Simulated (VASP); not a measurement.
InAs, 2 atoms in the cell. Symmetry: P6/mmm, No. 191, hexagonal system. The conventional cell has a = 3.120 Å, b = 3.120 Å, c = 5.539 Å, α = 90.00°, β = 90.00°, γ = 120.00°. Within 3.7 Å of In (site symmetry 6/mmm) lie 2 As at 2.77 Å and 6 In at 3.12 Å. As (site symmetry 6/mmm) has 2 In at 2.77 Å and 6 As at 3.12 Å within 3.7 Å. The cell was generated, and may not be a known phase.

```yaml
Program: VASP 6.6.1
Task: relaxation of cell and atoms
Functional: PBE
Potentials_or_basis: VASP PAW PBE potentials, release 64 (In_d, As)
Cutoff: 600 eV
k_mesh: 24 × 24 × 10
Occupations: gaussian, width 0.1 eV
Spin: no spin polarisation
Dipole_correction: no
Further_INCAR_settings: ALGO = Normal; EDIFF = 1e-06; IBRION = 2; EDIFFG = -0.01; NSW = 100; ISIF = 3
```

Potentials or basis: VASP PAW PBE potentials, release 64 (In_d, As).

The run is started by

```bash
$ cat potpaw_PBE.64/In_d/POTCAR potpaw_PBE.64/As/POTCAR > POTCAR
$ mpirun -np 1 vasp_std > vasp.out
```

Hardware: 1 thread of Intel Xeon 8259CL, with other jobs on the host.

Problem. How long does it take, and how much memory?

Solution. Run time: 14 min on 1 thread of Intel Xeon 8259CL, with other jobs on the host, peak memory 0.46 GiB. Counts: scf iterations 45, k points 366, ion steps 6.
